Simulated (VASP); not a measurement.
# Sr (Immm) in VASP: further runs, part 3 of 3

VASP 6.6.1.

### 5 Single point, PBEsol (strain +0.0100 x Voigt [0, 0, 0, 0, 0, 1])

Contents of INCAR:

```
SYSTEM = Sr
PREC     = Accurate       ! precision mode
ENCUT    = 520            ! plane-wave cutoff, eV
EDIFF    = 1E-6           ! SCF threshold, eV
ISMEAR   = 0              ! smearing method
SIGMA    = 0.03           ! smearing width, eV
LREAL    = .FALSE.        ! projectors in reciprocal space
LASPH    = .TRUE.         ! aspherical terms in the spheres
NELM     = 100            ! most SCF steps
ALGO     = Fast           ! electronic algorithm
ISIF     = 2              ! what is computed and relaxed
LWAVE    = .FALSE.        ! write WAVECAR
LCHARG   = .FALSE.        ! write CHGCAR
GGA      = PS             ! functional
NBANDS   = 11             ! bands
```

Contents of KPOINTS:

```
regular mesh
0
G
  10 10 10
  0 0 0
```

Contents of POSCAR:

```
Sr
1.0
    0.0152117500      3.0423500000      3.0423500000
    3.0423500000      0.0152117500      3.0423500000
    3.0575617500      3.0575617500      0.0000000000
Sr
1
Direct
    0.0000000000      0.0000000000      0.0000000000
```

Potentials or basis: VASP PAW PBE potentials, release 64 (Sr_sv).

Command:

```sh
cat potpaw_PBE.64/Sr_sv/POTCAR > POTCAR
mpirun -np 1 vasp_std > vasp.out
```

OUTCAR:

```text
SYSTEM = Sr
   PREC = Accurate
   ENCUT = 520
   EDIFF = 1E-6
   ISMEAR = 0
   LREAL = .FALSE.
   LASPH = .TRUE.
   NELM = 100
   ISIF = 2
   GGA = PS

 ion  position               nearest neighbor table
   1  0.000  0.000  0.000-

  LATTYP: Found a body centered orthorhombic cell.
 ALAT       =     4.2810199683
 B/A-ratio  =     1.0100502513
 C/A-ratio  =     1.4213201632

  Lattice vectors:

 A1 = (   3.0423500000,   0.0152117500,  -3.0423500000)
 A2 = (  -3.0423500000,  -0.0152117500,  -3.0423500000)
 A3 = (   0.0152117500,   3.0423500000,   3.0423500000)

Analysis of symmetry for initial positions (statically):
=====================================================================
 Subroutine PRICEL returns:
 Original cell was already a primitive cell.

 Routine SETGRP: Setting up the symmetry group for a
 body centered orthorhombic supercell.

 Subroutine GETGRP returns: Found  8 space group operations
 (whereof  8 operations were pure point group operations)
 out of a pool of  8 trial point group operations.

The static configuration has the point symmetry D_2h.

Analysis of symmetry for dynamics (positions and initial velocities):
=====================================================================
 Subroutine PRICEL returns:
 Original cell was already a primitive cell.

 Routine SETGRP: Setting up the symmetry group for a
 body centered orthorhombic supercell.

 Subroutine GETGRP returns: Found  8 space group operations
 (whereof  8 operations were pure point group operations)
 out of a pool of  8 trial point group operations.

The dynamic configuration has the point symmetry D_2h.

 Subroutine INISYM returns: Found  8 space group operations
 (whereof  8 operations are pure point group operations),
 and found     1 'primitive' translations

----------------------------------------------------------------------------------------

                                     Primitive cell

  volume of cell :      56.3179

  direct lattice vectors                    reciprocal lattice vectors
     0.015211750  3.042350000  3.042350000    -0.165172502  0.165172502  0.164346640
     3.042350000  0.015211750  3.042350000     0.165172502 -0.165172502  0.164346640
     3.057561750  3.057561750  0.000000000     0.163528995  0.163528995 -0.164346640

  length of vectors
     4.302559522  4.302559522  4.324045295     0.285611150  0.285611150  0.283713381

  position of ions in fractional coordinates (direct lattice)
     0.000000000  0.000000000  0.000000000

  ion indices of the primitive-cell ions
   primitive index   ion index
                 1           1

----------------------------------------------------------------------------------------

 KPOINTS: regular mesh

Automatic generation of k-mesh.
 Grid dimensions read from file:
 generate k-points for:   10   10   10

 Generating k-lattice:

  Cartesian coordinates                     Fractional coordinates (reciprocal lattice)
    -0.016517250  0.016517250  0.016434664     0.100000000 -0.000000000  0.000000000
     0.016517250 -0.016517250  0.016434664    -0.000000000  0.100000000  0.000000000
     0.016352899  0.016352899 -0.016434664     0.000000000  0.000000000  0.100000000

  Length of vectors
     0.028561115  0.028561115  0.028371338

  Shift w.r.t. Gamma in fractional coordinates (k-lattice)
     0.000000000  0.000000000  0.000000000

 Subroutine IBZKPT returns following result:
 ===========================================

 Found    171 irreducible k-points:

 Following reciprocal coordinates:
            Coordinates               Weight
  0.000000  0.000000  0.000000      1.000000
  0.100000 -0.000000  0.000000      4.000000
  0.200000 -0.000000  0.000000      4.000000
  0.300000  0.000000  0.000000      4.000000
  0.400000 -0.000000  0.000000      4.000000
  0.500000 -0.000000  0.000000      2.000000
[... 16 lines left out ...]
  0.300000  0.300000  0.000000      2.000000
  0.400000  0.300000  0.000000      4.000000
 [... further k-points ...]
   k-points           NKPTS =    171   k-points in BZ     NKDIM =    171   number of bands    NBANDS=     11
   number of dos      NEDOS =    301   number of ions     NIONS =      1
   total plane-waves  NPLWV =  32768
   dimension x,y,z NGX =    32 NGY =   32 NGZ =   32
   dimension x,y,z NGXF=    64 NGYF=   64 NGZF=   64
   ions per type =               1
   NGX,Y,Z   is equivalent  to a cutoff of  12.36, 12.36, 12.30 a.u.
   NGXF,Y,Z  is equivalent  to a cutoff of  24.73, 24.73, 24.61 a.u.
 SYSTEM =  Sr
   PREC   = accura    normal or accurate (medium, high low for compatibility)
   ISTART =      0    job   : 0-new  1-cont  2-samecut
   ICHARG =      2    charge: 1-file 2-atom 10-const
   ISPIN  =      1    spin polarized calculation?
   LNONCOLLINEAR =      F non collinear calculations
   LSORBIT =      F    spin-orbit coupling
   LASPH  =      T    aspherical Exc in radial PAW
   ENCUT  =  520.0 eV  38.22 Ry    6.18 a.u.   8.00  8.00  8.04*2*pi/ulx,y,z
   NELM   =    100;   NELMIN=  2; NELMDL= -5     # of ELM steps
   EDIFF  = 0.1E-05   stopping-criterion for ELM
   LREAL  =      F    real-space projection
   EDIFFG = 0.1E-04   stopping-criterion for IOM
   NSW    =      0    number of steps for IOM
   IBRION =     -1    ionic relax: 0-MD 1-quasi-New 2-CG
   NFREE  =      0    steps in history (QN), initial steepest desc. (CG)
   ISIF   =      2    stress and relaxation
   ISYM   =      2    0-nonsym 1-usesym 2-fastsym
   POTIM  = 0.5000    time-step for ionic-motion
   TEBEG  =    0.0;   TEEND  =   0.0 temperature during run
   PSTRESS=    0.0 pullay stress
   NELECT =      10.0000    total number of electrons
   NUPDOWN=      -1.0000    fix difference up-down
   EMIN   =  10.00;   EMAX   =-10.00  energy-range for DOS
   EFERMI =   0.00;   METHOD = LEGACY
   ISMEAR =     0;   SIGMA  =   0.03  broadening in eV -4-tet -1-fermi 0-gaus
   EFERMI_NEDOS =   21; number of points for ismear=-14 and -15
   IALGO  =     68    algorithm
   IMIX   =      4    mixing-type and parameters
     AMIX     =   0.40;   BMIX     =  1.00
     AMIX_MAG =   1.60;   BMIX_MAG =  1.00
  volume/ion in A,a.u.               =      56.32       380.05
  Fermi-wavevector in a.u.,A,eV,Ry     =   0.920151  1.738834 11.519761  0.846679
  Thomas-Fermi vector in A             =   2.045425
   LORBIT       =      0    0 simple, 1 ext, 2 COOP (PROOUT), +10 PAW based schemes
   GGA     = PS    functional components
   LHFCALC =     F    Hartree Fock is set to
   AEXX    =    0.0000 exact exchange contribution
   IVDW    =     0    specifies the selected vdW correction
   LEPSILON=     F    determine dielectric tensor
   LRPA    =     F    only Hartree local field effects (RPA)
 non-spin polarized calculation
 RMM-DIIS sequential band-by-band and
 Gauss-broadening in eV      SIGMA  =   0.03
  energy-cutoff  :      520.00
  volume of cell :       56.32
 maximum number of plane-waves:      1532
   NGX = 15   NGY = 15   NGZ = 17

 number of electron      10.0000000 magnetization

 Free energy of the ion-electron system (eV)
  ---------------------------------------------------
  ext. energy  EPLUGINS =         0.00000000
  ---------------------------------------------------
  free energy    TOTEN  =        -1.82515744 eV

  energy without entropy =       -1.82396906  energy(sigma->0) =       -1.82456325

 E-fermi :   1.4355     XC(G=0):  -7.3579

 val. band max:        1.4276240686   @ k =  -0.4000   0.0000   0.3000
 cond. band min:       1.4372751880   @ k =  -0.3000   0.4000   0.1000
 fundamental gap:      0.0096511194
 Fermi energy:         1.4355352462

 k-point     1 :       0.0000    0.0000    0.0000
  band No.  band energies     occupation
      1     -35.1666      2.00000
      2     -17.0726      2.00000
      3     -17.0715      2.00000
      4     -17.0708      2.00000
      5      -2.2051      2.00000
      6       3.6855      0.00000
      7       3.7231      0.00000
      8       3.7636      0.00000
      9       5.1614      0.00000
     10       5.1618      0.00000
     11       8.4592      0.00000
[... 309 lines left out ...]
 k-point    24 :       0.4000    0.3000    0.0000
  band No.  band energies     occupation
      1     -35.1532      2.00000
      2     -17.2104      2.00000
      3     -17.1291      2.00000
      4     -17.1227      2.00000
      5       0.0428      2.00000
      6       2.0529      0.00000
      7       2.7402      0.00000
      8       4.7948      0.00000
      9       5.1984      0.00000
     10       6.0885      0.00000
     11       7.6640      0.00000

 [... further k-points ...]

------------------------ aborting loop because EDIFF is reached ----------------------------------------

  FORCE on cell =-STRESS in cart. coord.  units (eV):
  Direction    XX          YY          ZZ          XY          YZ          ZX
  --------------------------------------------------------------------------------------
  -------------------------------------------------------------------------------------
  Total       -0.3180384     -0.3180384     -0.3120404     -0.0116025      0.0000000      0.0000000
  in kB       -9.0478099     -9.0478099     -8.8771755     -0.3300775      0.0000000      0.0000000
  external PRESSURE =      -8.9909318 kB  Pullay stress =       0.0000000 kB

 VOLUME and BASIS-vectors are now :
 -----------------------------------------------------------------------------
  energy-cutoff  :      520.00
  volume of cell :       56.32
      direct lattice vectors                 reciprocal lattice vectors
     0.015211750  3.042350000  3.042350000    -0.165172502  0.165172502  0.164346640
     3.042350000  0.015211750  3.042350000     0.165172502 -0.165172502  0.164346640
     3.057561750  3.057561750  0.000000000     0.163528995  0.163528995 -0.164346640

 POSITION                                       TOTAL-FORCE (eV/Angst)
 -----------------------------------------------------------------------------------
      0.00000      0.00000      0.00000         0.000000      0.000000      0.000000
 -----------------------------------------------------------------------------------
    total drift:                                0.000000      0.000000      0.000000

  FREE ENERGIE OF THE ION-ELECTRON SYSTEM (eV)
  ---------------------------------------------------
  free  energy   TOTEN  =        -1.8251574374 eV

  energy  without entropy=       -1.8239690565  energy(sigma->0) =       -1.82456325
```

Run time: 26 s. Hardware: 1 thread of Intel Xeon 6975P-C (Granite Rapids), shared host; peak memory 0.25 GiB.

What came out:

```yaml
Free_energy: -1.8252 eV
Pressure: -0.9 GPa
Band_gap_on_the_k_mesh: zero (bands 5 and 6 overlap by 0.07 eV)
```

Caveat: the cell differs from its parent crystal (strain +0.0100 x Voigt [0, 0, 0, 0, 0, 1]); the PAW data sets were made with another functional, which shifts forces and pressure a little.

### 6 Overview

| cell | gap on the mesh (eV) | pressure (GPa) |
| --- | --- | --- |
| a = 4.303, b = 4.303, c = 4.216 Å, angles 60.7, 60.7, 61.3°, 1 atom | none | -0.9 |
| a = 4.303, b = 4.303, c = 4.367 Å, angles 59.5, 59.5, 59.0°, 1 atom | none | -0.9 |
| a = 4.303, b = 4.303, c = 4.260 Å, angles 60.3, 60.3, 60.7°, 1 atom | none | -0.9 |
| a = 4.303, b = 4.303, c = 4.324 Å, angles 59.8, 59.8, 59.7°, 1 atom | none | -0.9 |

Alike in all rows: task single point; level PBEsol; potentials or basis VASP PAW PBE potentials, release 64 (Sr_sv); no spin polarisation; k mesh 10 × 10 × 10; cutoff (eV) 520; smearing gaussian 0.03 eV.

Caveats: the PAW data sets were made with another functional, which shifts forces and pressure a little.

Total energies depend on the potentials used, so only differences within one code and one set of settings carry meaning.
